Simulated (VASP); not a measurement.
# KMgF3 (Pm-3m) in VASP: a series of runs

Runs on KMgF3. Level: r2SCAN. Tasks: single point.

Everything below comes from runs of VASP 6.6.1. Logs are shortened: lines on timing, memory, paths and dates and some standing lists are left out, and cuts for length are marked.

### Step 1. The cell of the first run

Symmetry: Pm-3m, No. 221, cubic system. Conventional cell: a = 3.941 Å, b = 3.941 Å, c = 3.941 Å, α = 90.00°, β = 90.00°, γ = 90.00°. K (site symmetry m-3m) has 12 F at 2.79 Å and 8 Mg at 3.41 Å within 3.7 Å. Mg (site symmetry m-3m) has 6 F at 1.97 Å within 2.6 Å. Within 2.6 Å of F (site symmetry 4/mmm) lie 2 Mg at 1.97 Å.

### Step 2. Single point, r2SCAN (volume scaled by 0.97)

File POSCAR:

```
KMgF3
1.0
    3.9406057852      0.0000000000      0.0000000000
    0.0000000000      3.9406057852      0.0000000000
    0.0000000000      0.0000000000      3.9406057852
K Mg F
1 1 3
Direct
    0.5000000000      0.5000000000      0.5000000000
    0.0000000000      0.0000000000      0.0000000000
    0.5000000000      0.0000000000      0.0000000000
    0.0000000000      0.5000000000      0.0000000000
    0.0000000000      0.0000000000      0.5000000000
```

File INCAR.step1:

```
SYSTEM = KMgF3
PREC = Accurate
ENCUT = 520
ISMEAR = 0
SIGMA = 0.02
LREAL = .False.
LASPH = .True.
NELM = 100
NBANDS = 24
GGA = PE
ALGO = Normal
EDIFF = 1E-4
LWAVE = .True.
LCHARG = .False.
```

File INCAR.step2:

```
SYSTEM = KMgF3
PREC = Accurate
ENCUT = 520
EDIFF = 1E-6
ISMEAR = 0
SIGMA = 0.02
LREAL = .False.
LASPH = .True.
NELM = 100
ALGO = Normal
ISIF = 2
LWAVE = .False.
LCHARG = .True.
METAGGA = R2SCAN
LMIXTAU = .True.
LELF = .True.
LVHAR = .True.
NBANDS = 24
ISTART = 1
```

File KPOINTS:

```
regular mesh
0
Gamma
  6 6 6
  0 0 0
```

Potentials or basis: VASP PAW PBE potentials, release 64 (K_sv, Mg, F).

Command:

```sh
cat potpaw_PBE.64/K_sv/POTCAR potpaw_PBE.64/Mg/POTCAR potpaw_PBE.64/F/POTCAR > POTCAR
cp INCAR.step1 INCAR
mpirun -np 1 vasp_std > vasp.out
cp INCAR.step2 INCAR
mpirun -np 1 vasp_std > vasp.out
```

OUTCAR:

```text
SYSTEM = KMgF3
   PREC = Accurate
   ENCUT = 520
   EDIFF = 1E-6
   ISMEAR = 0
   LREAL = .False.
   LASPH = .True.
   NELM = 100
   ISIF = 2
   METAGGA = R2SCAN
   ISTART = 1

 ion  position               nearest neighbor table
   1  0.500  0.500  0.500-   3 2.79   4 2.79   5 2.79   3 2.79   4 2.79   3 2.79   5 2.79   3 2.79
                             4 2.79   5 2.79   4 2.79   5 2.79   2 3.41   2 3.41   2 3.41   2 3.41
   2  0.000  0.000  0.000-   3 1.97   4 1.97   5 1.97   5 1.97   4 1.97   3 1.97   1 3.41   1 3.41
                             1 3.41   1 3.41   1 3.41   1 3.41   1 3.41   1 3.41
   3  0.500  0.000  0.000-   2 1.97   2 1.97   1 2.79   1 2.79   1 2.79   1 2.79
   4  0.000  0.500  0.000-   2 1.97   2 1.97   1 2.79   1 2.79   1 2.79   1 2.79
   5  0.000  0.000  0.500-   2 1.97   2 1.97   1 2.79   1 2.79   1 2.79   1 2.79

  LATTYP: Found a simple cubic cell.
 ALAT       =     3.9406057852

  Lattice vectors:

 A1 = (   3.9406057852,   0.0000000000,   0.0000000000)
 A2 = (   0.0000000000,   3.9406057852,   0.0000000000)
 A3 = (   0.0000000000,   0.0000000000,   3.9406057852)

Analysis of symmetry for initial positions (statically):
=====================================================================
 Subroutine PRICEL returns:
 Original cell was already a primitive cell.

 Routine SETGRP: Setting up the symmetry group for a
 simple cubic supercell.

 Subroutine GETGRP returns: Found 48 space group operations
 (whereof 48 operations were pure point group operations)
 out of a pool of 48 trial point group operations.

The static configuration has the point symmetry O_h .

Analysis of symmetry for dynamics (positions and initial velocities):
=====================================================================
 Subroutine PRICEL returns:
 Original cell was already a primitive cell.

 Routine SETGRP: Setting up the symmetry group for a
 simple cubic supercell.

 Subroutine GETGRP returns: Found 48 space group operations
 (whereof 48 operations were pure point group operations)
 out of a pool of 48 trial point group operations.

The dynamic configuration has the point symmetry O_h .

 Subroutine INISYM returns: Found 48 space group operations
 (whereof 48 operations are pure point group operations),
 and found     1 'primitive' translations

----------------------------------------------------------------------------------------

                                     Primitive cell

  volume of cell :      61.1912

  direct lattice vectors                    reciprocal lattice vectors
     3.940605785  0.000000000  0.000000000     0.253768089  0.000000000  0.000000000
     0.000000000  3.940605785  0.000000000     0.000000000  0.253768089  0.000000000
     0.000000000  0.000000000  3.940605785     0.000000000  0.000000000  0.253768089

  length of vectors
     3.940605785  3.940605785  3.940605785     0.253768089  0.253768089  0.253768089

  position of ions in fractional coordinates (direct lattice)
     0.500000000  0.500000000  0.500000000
     0.000000000  0.000000000  0.000000000
     0.500000000  0.000000000  0.000000000
     0.000000000  0.500000000  0.000000000
     0.000000000  0.000000000  0.500000000

  ion indices of the primitive-cell ions
   primitive index   ion index
                 1           1
                 2           2
                 3           3
                 4           4
                 5           5

----------------------------------------------------------------------------------------

 KPOINTS: regular mesh

Automatic generation of k-mesh.
 Grid dimensions read from file:
 generate k-points for:    6    6    6

 Generating k-lattice:

  Cartesian coordinates                     Fractional coordinates (reciprocal lattice)
     0.042294682  0.000000000  0.000000000     0.166666667  0.000000000  0.000000000
     0.000000000  0.042294682  0.000000000     0.000000000  0.166666667  0.000000000
     0.000000000  0.000000000  0.042294682     0.000000000  0.000000000  0.166666667

  Length of vectors
     0.042294682  0.042294682  0.042294682

  Shift w.r.t. Gamma in fractional coordinates (k-lattice)
     0.000000000  0.000000000  0.000000000

 Subroutine IBZKPT returns following result:
 ===========================================

 Found     20 irreducible k-points:

 Following reciprocal coordinates:
            Coordinates               Weight
  0.000000  0.000000  0.000000      1.000000
  0.166667  0.000000  0.000000      6.000000
  0.333333  0.000000  0.000000      6.000000
  0.500000  0.000000  0.000000      3.000000
  0.166667  0.166667  0.000000     12.000000
  0.333333  0.166667  0.000000     24.000000
[... 12 lines left out ...]
  0.500000  0.500000  0.333333      6.000000
  0.500000  0.500000  0.500000      1.000000
   k-points           NKPTS =     20   k-points in BZ     NKDIM =     20   number of bands    NBANDS=     24
   number of dos      NEDOS =    301   number of ions     NIONS =      5
   total plane-waves  NPLWV =  27000
   dimension x,y,z NGX =    30 NGY =   30 NGZ =   30
   dimension x,y,z NGXF=    60 NGYF=   60 NGZF=   60
   ions per type =               1   1   3
   NGX,Y,Z   is equivalent  to a cutoff of  12.66, 12.66, 12.66 a.u.
   NGXF,Y,Z  is equivalent  to a cutoff of  25.31, 25.31, 25.31 a.u.
 SYSTEM =  KMgF3
   PREC   = accura    normal or accurate (medium, high low for compatibility)
   ISTART =      1    job   : 0-new  1-cont  2-samecut
   ICHARG =      0    charge: 1-file 2-atom 10-const
   ISPIN  =      1    spin polarized calculation?
   LNONCOLLINEAR =      F non collinear calculations
   LSORBIT =      F    spin-orbit coupling
   LASPH  =      T    aspherical Exc in radial PAW
   ENCUT  =  520.0 eV  38.22 Ry    6.18 a.u.   7.33  7.33  7.33*2*pi/ulx,y,z
   NELM   =    100;   NELMIN=  2; NELMDL=  0     # of ELM steps
   EDIFF  = 0.1E-05   stopping-criterion for ELM
   LREAL  =      F    real-space projection
   EDIFFG = 0.1E-04   stopping-criterion for IOM
   NSW    =      0    number of steps for IOM
   IBRION =     -1    ionic relax: 0-MD 1-quasi-New 2-CG
   NFREE  =      0    steps in history (QN), initial steepest desc. (CG)
   ISIF   =      2    stress and relaxation
   ISYM   =      2    0-nonsym 1-usesym 2-fastsym
   POTIM  = 0.5000    time-step for ionic-motion
   TEBEG  =    0.0;   TEEND  =   0.0 temperature during run
   PSTRESS=    0.0 pullay stress
   NELECT =      32.0000    total number of electrons
   NUPDOWN=      -1.0000    fix difference up-down
   EMIN   =  10.00;   EMAX   =-10.00  energy-range for DOS
   EFERMI =   0.00;   METHOD = LEGACY
   ISMEAR =     0;   SIGMA  =   0.02  broadening in eV -4-tet -1-fermi 0-gaus
   EFERMI_NEDOS =   21; number of points for ismear=-14 and -15
   IALGO  =     38    algorithm
   IMIX   =      4    mixing-type and parameters
     AMIX     =   0.40;   BMIX     =  1.00
     AMIX_MAG =   1.60;   BMIX_MAG =  1.00
  volume/ion in A,a.u.               =      12.24        82.59
  Fermi-wavevector in a.u.,A,eV,Ry     =   1.318951  2.492455 23.669109  1.739630
  Thomas-Fermi vector in A             =   2.448884
   LORBIT       =      0    0 simple, 1 ext, 2 COOP (PROOUT), +10 PAW based schemes
   METAGGA = R2SCAN    functional components
   LHFCALC =     F    Hartree Fock is set to
   AEXX    =    0.0000 exact exchange contribution
   IVDW    =     0    specifies the selected vdW correction
   LEPSILON=     F    determine dielectric tensor
   LRPA    =     F    only Hartree local field effects (RPA)
 non-spin polarized calculation
 Gauss-broadening in eV      SIGMA  =   0.02
  energy-cutoff  :      520.00
  volume of cell :       61.19
 maximum number of plane-waves:      1664
 NGX is ok and might be reduce to    30
   NGX = 15   NGY = 15   NGZ = 15

 number of electron      31.9999967 magnetization

 Free energy of the ion-electron system (eV)
  ---------------------------------------------------
  ext. energy  EPLUGINS =         0.00000000
  ---------------------------------------------------
  free energy    TOTEN  =       -37.40414069 eV

  energy without entropy =      -37.40414069  energy(sigma->0) =      -37.40414069

 E-fermi :  -1.8215     XC(G=0): -10.3899

 val. band max:       -2.0421331303   @ k =   0.5000   0.5000   0.5000
 cond. band min:       6.4823144266   @ k =   0.0000   0.0000   0.0000
 fundamental gap:      8.5244475568
 Fermi energy:        -1.8215343415

 k-point     1 :       0.0000    0.0000    0.0000
  band No.  band energies     occupation
      1     -28.5742      2.00000
      2     -23.3744      2.00000
      3     -22.6986      2.00000
      4     -22.6986      2.00000
      5     -11.3057      2.00000
      6     -11.3057      2.00000
[... 16 lines left out ...]
     23      13.6132      0.00000
     24      16.6066      0.00000

 k-point     2 :       0.1667    0.0000    0.0000
  band No.  band energies     occupation
      1     -28.5654      2.00000
      2     -23.3442      2.00000
      3     -22.7376      2.00000
      4     -22.6967      2.00000
      5     -11.2996      2.00000
      6     -11.2900      2.00000
[... 16 lines left out ...]
     23      13.5983      0.00000
     24      16.4208      0.00000

 k-point     3 :       0.3333    0.0000    0.0000
  band No.  band energies     occupation
      1     -28.5476      2.00000
      2     -23.2712      2.00000
      3     -22.8273      2.00000
      4     -22.6926      2.00000
      5     -11.2874      2.00000
      6     -11.2580      2.00000
[... 16 lines left out ...]
     23      13.4122      0.00000
     24      15.8658      0.00000
[... 406 lines left out ...]
 k-point    19 :       0.5000    0.5000    0.3333
  band No.  band energies     occupation
      1     -28.5027      2.00000
      2     -22.9028      2.00000
      3     -22.8938      2.00000
      4     -22.8938      2.00000
      5     -11.4805      2.00000
      6     -11.4805      2.00000
[... 16 lines left out ...]
     23      14.1249      0.00000
     24      14.1249      0.00000

 k-point    20 :       0.5000    0.5000    0.5000
  band No.  band energies     occupation
      1     -28.4989      2.00000
      2     -22.8885      2.00000
      3     -22.8885      2.00000
      4     -22.8885      2.00000
      5     -11.5123      2.00000
      6     -11.5123      2.00000
[... 16 lines left out ...]
     23      14.5499      0.00000
     24      14.5499      0.00000

------------------------ aborting loop because EDIFF is reached ----------------------------------------

  FORCE on cell =-STRESS in cart. coord.  units (eV):
  Direction    XX          YY          ZZ          XY          YZ          ZX
  --------------------------------------------------------------------------------------
  -------------------------------------------------------------------------------------
  Total        0.7346759      0.7346759      0.7346759     -0.0000000      0.0000000     -0.0000000
  in kB       19.2361176     19.2361176     19.2361176     -0.0000000      0.0000000     -0.0000000
  external PRESSURE =      19.2361176 kB  Pullay stress =       0.0000000 kB

 VOLUME and BASIS-vectors are now :
 -----------------------------------------------------------------------------
  energy-cutoff  :      520.00
  volume of cell :       61.19
      direct lattice vectors                 reciprocal lattice vectors
     3.940605785  0.000000000  0.000000000     0.253768089  0.000000000  0.000000000
     0.000000000  3.940605785  0.000000000     0.000000000  0.253768089  0.000000000
     0.000000000  0.000000000  3.940605785     0.000000000  0.000000000  0.253768089

 POSITION                                       TOTAL-FORCE (eV/Angst)
 -----------------------------------------------------------------------------------
      1.97030      1.97030      1.97030         0.000000      0.000000      0.000000
      0.00000      0.00000      0.00000         0.000000      0.000000      0.000000
      1.97030      0.00000      0.00000         0.000000      0.000000      0.000000
      0.00000      1.97030      0.00000         0.000000      0.000000      0.000000
      0.00000      0.00000      1.97030         0.000000      0.000000      0.000000
 -----------------------------------------------------------------------------------
    total drift:                                0.000000     -0.000000      0.000000

  FREE ENERGIE OF THE ION-ELECTRON SYSTEM (eV)
  ---------------------------------------------------
  free  energy   TOTEN  =       -37.4041406943 eV

  energy  without entropy=      -37.4041406943  energy(sigma->0) =      -37.40414069
```

Wall time 84 s (1 thread of Intel Xeon 6975P-C, shared host); peak memory 0.19 GiB.

What came out:

- Free energy: -37.4041 eV
- Pressure: 1.9 GPa
- Band gap on the k mesh: 8.52 eV, indirect (least direct gap 8.85 eV)

Caveat: the cell differs from its parent crystal (volume scaled by 0.97); the PAW data sets were made with another functional, which shifts forces and pressure a little. A k mesh can miss the band edges.

### Step 3. Single point, r2SCAN

This run uses another cell than the first one, of 12.62 Å³/atom, 1.031 times its volume.

Changes to POSCAR since step 2:

```diff
@@ -2,5 +2,5 @@
 1.0
-    3.9406057852      0.0000000000      0.0000000000
-    0.0000000000      3.9406057852      0.0000000000
-    0.0000000000      0.0000000000      3.9406057852
+    3.9808188257      0.0000000000      0.0000000000
+    0.0000000000      3.9808188257      0.0000000000
+    0.0000000000      0.0000000000      3.9808188257
 K Mg F
```

File INCAR.step1:

```
SYSTEM = KMgF3
PREC = Accurate ; ENCUT = 520
ISMEAR = 0 ; SIGMA = 0.02
LREAL = .False. ; LASPH = .True.
NELM = 60 ; NBANDS = 24
GGA = PE ; ALGO = Normal
EDIFF = 1E-4 ; LWAVE = .True.
LCHARG = .False.
```

File INCAR.step2:

```
SYSTEM = KMgF3
PREC = Accurate ; ENCUT = 520
EDIFF = 1E-6 ; ISMEAR = 0
SIGMA = 0.02 ; LREAL = .False.
LASPH = .True. ; NELM = 60
ALGO = Normal ; ISIF = 2
LWAVE = .False. ; LCHARG = .False.
METAGGA = R2SCAN ; LMIXTAU = .True.
NBANDS = 24 ; ISTART = 1
```

KPOINTS is that of step 2.

Potentials or basis: VASP PAW PBE potentials, release 64 (K_sv, Mg, F).

Command:

```sh
cat potpaw_PBE.64/K_sv/POTCAR potpaw_PBE.64/Mg/POTCAR potpaw_PBE.64/F/POTCAR > POTCAR
cp INCAR.step1 INCAR
mpirun -np 1 vasp_std > vasp.out
cp INCAR.step2 INCAR
mpirun -np 1 vasp_std > vasp.out
```

Run time: 1.8 min. Hardware: 1 thread of Intel Xeon 6975P-C, shared host; peak memory 0.19 GiB.

Results (log left out):

- Free energy: -37.4156 eV
- Pressure: -0.6 GPa
- Band gap on the k mesh: 8.28 eV, indirect (least direct gap 8.60 eV)

Levels at points of the mesh, in eV from the valence-band top:
```csv
k point,band 14,band 15,band 16,band 17,band 18,band 19
"(0.00, 0.00, 0.00)",-0.32,-0.32,-0.32,8.28,10.84,10.84
"(0.50, 0.00, 0.00)",-0.87,-0.53,-0.53,11.04,11.51,11.91
"(0.50, 0.50, 0.00)",-0.90,-0.90,-0.02,11.90,12.57,13.70
"(0.50, 0.50, 0.50)",0.00,0.00,0.00,11.39,11.39,11.39
```

Caveat: the PAW data sets were made with another functional, which shifts forces and pressure a little. A k mesh can miss the band edges.

### Step 4. Single point, r2SCAN (volume scaled by 1.03)

Changes to POSCAR since step 3:

```diff
@@ -2,5 +2,5 @@
 1.0
-    3.9808188257      0.0000000000      0.0000000000
-    0.0000000000      3.9808188257      0.0000000000
-    0.0000000000      0.0000000000      3.9808188257
+    4.0202354370      0.0000000000      0.0000000000
+    0.0000000000      4.0202354370      0.0000000000
+    0.0000000000      0.0000000000      4.0202354370
 K Mg F
```

File INCAR.step1:

```
  ALGO = Normal
  EDIFF = 1E-4
  ENCUT = 520
  GGA = PE
  ISMEAR = 0
  LASPH = True
  LCHARG = False
  LREAL = False
  LWAVE = True
  NBANDS = 24
  NELM = 100
  PREC = Accurate
  SIGMA = 0.02
```

File INCAR.step2:

```
  ALGO = Normal
  EDIFF = 1E-6
  ENCUT = 520
  ISIF = 2
  ISMEAR = 0
  ISTART = 1
  LASPH = True
  LCHARG = False
  LMIXTAU = True
  LREAL = False
  LWAVE = False
  METAGGA = R2SCAN
  NBANDS = 24
  NELM = 100
  PREC = Accurate
  SIGMA = 0.02
```

File KPOINTS:

```
k-points
0
Gamma
  6 6 6
```

Command:

```sh
cat potpaw_PBE.64/K_sv/POTCAR potpaw_PBE.64/Mg/POTCAR potpaw_PBE.64/F/POTCAR > POTCAR
cp INCAR.step1 INCAR
mpirun -np 1 vasp_std > vasp.out
cp INCAR.step2 INCAR
mpirun -np 1 vasp_std > vasp.out
```

Run time: 1.8 min. Hardware: 1 thread of Intel Xeon 6975P-C, shared host; peak memory 0.19 GiB.

The run converged. Its results:

```
Free energy            : -37.3994 eV
Pressure               : -2.8 GPa
Band gap on the k mesh : 8.05 eV, indirect (least direct gap 8.37 eV)
```

Levels at points of the mesh, in eV from the valence-band top:
```csv
k point,band 14,band 15,band 16,band 17,band 18,band 19
"(0.00, 0.00, 0.00)",-0.32,-0.32,-0.32,8.05,10.80,10.80
"(0.50, 0.00, 0.00)",-0.83,-0.51,-0.51,10.84,11.20,11.83
"(0.50, 0.50, 0.00)",-0.87,-0.87,-0.02,11.72,12.42,13.40
"(0.50, 0.50, 0.50)",0.00,0.00,0.00,11.27,11.27,11.27
```

Caveat: the cell differs from its parent crystal (volume scaled by 1.03); the PAW data sets were made with another functional, which shifts forces and pressure a little. A k mesh can miss the band edges.

### Step 5. Single point, r2SCAN (volume scaled by 1.06)

Changes to POSCAR since step 4:

```diff
@@ -2,5 +2,5 @@
 1.0
-    4.0202354370      0.0000000000      0.0000000000
-    0.0000000000      4.0202354370      0.0000000000
-    0.0000000000      0.0000000000      4.0202354370
+    4.0588939185      0.0000000000      0.0000000000
+    0.0000000000      4.0588939185      0.0000000000
+    0.0000000000      0.0000000000      4.0588939185
 K Mg F
```

File INCAR.step1:

```
SYSTEM = KMgF3
  PREC = Accurate
  ENCUT = 520
  ISMEAR = 0
  SIGMA = 0.02
  LREAL = .FALSE.
  LASPH = .TRUE.
  NELM = 60
  NBANDS = 24
  GGA = PE
  ALGO = Normal
  EDIFF = 1E-4
  LWAVE = .TRUE.
  LCHARG = .FALSE.
```

File INCAR.step2:

```
SYSTEM = KMgF3
  PREC = Accurate
  ENCUT = 520
  EDIFF = 1E-6
  ISMEAR = 0
  SIGMA = 0.02
  LREAL = .FALSE.
  LASPH = .TRUE.
  NELM = 60
  ALGO = Normal
  ISIF = 2
  LWAVE = .FALSE.
  LCHARG = .FALSE.
  METAGGA = R2SCAN
  LMIXTAU = .TRUE.
  NBANDS = 24
  ISTART = 1
```

File KPOINTS:

```
Automatic mesh
0
G
  6 6 6
  0 0 0
```

Command:

```sh
cat potpaw_PBE.64/K_sv/POTCAR potpaw_PBE.64/Mg/POTCAR potpaw_PBE.64/F/POTCAR > POTCAR
cp INCAR.step1 INCAR
mpirun -np 1 vasp_std > vasp.out
cp INCAR.step2 INCAR
mpirun -np 1 vasp_std > vasp.out
```

Run time: 1.8 min. Hardware: 1 thread of Intel Xeon 6975P-C, shared host; peak memory 0.19 GiB.

The run converged. Its results:

```yaml
Free_energy: -37.3592 eV
Pressure: -4.6 GPa
Band_gap_on_the_k_mesh: 7.83 eV, indirect (least direct gap 8.15 eV)
```

Levels at points of the mesh, in eV from the valence-band top:
| k point | band 14 | band 15 | band 16 | band 17 | band 18 | band 19 |
| --- | --- | --- | --- | --- | --- | --- |
| (0.00, 0.00, 0.00) | -0.32 | -0.32 | -0.32 | 7.83 | 10.76 | 10.76 |
| (0.50, 0.00, 0.00) | -0.79 | -0.50 | -0.50 | 10.66 | 10.91 | 11.75 |
| (0.50, 0.50, 0.00) | -0.85 | -0.85 | -0.02 | 11.54 | 12.28 | 13.13 |
| (0.50, 0.50, 0.50) | 0.00 | 0.00 | 0.00 | 11.15 | 11.15 | 11.15 |

Caveat: the cell differs from its parent crystal (volume scaled by 1.06); the PAW data sets were made with another functional, which shifts forces and pressure a little. A k mesh can miss the band edges.

### Step 6. The runs side by side

```tsv
cell	gap on the mesh (eV)	pressure (GPa)
a = 3.941 Å, 5 atoms	8.52	1.9
a = 3.981 Å, 5 atoms	8.28	-0.6
a = 4.020 Å, 5 atoms	8.05	-2.8
a = 4.059 Å, 5 atoms	7.83	-4.6
```

Alike in all rows: task single point; level r2SCAN; potentials or basis VASP PAW PBE potentials, release 64 (K_sv, Mg, F); no spin polarisation; k mesh 6 × 6 × 6; cutoff (eV) 520; smearing gaussian 0.02 eV.

Caveats: the PAW data sets were made with another functional, which shifts forces and pressure a little.

Total energies depend on the potentials used, so only differences within one code and one set of settings carry meaning.
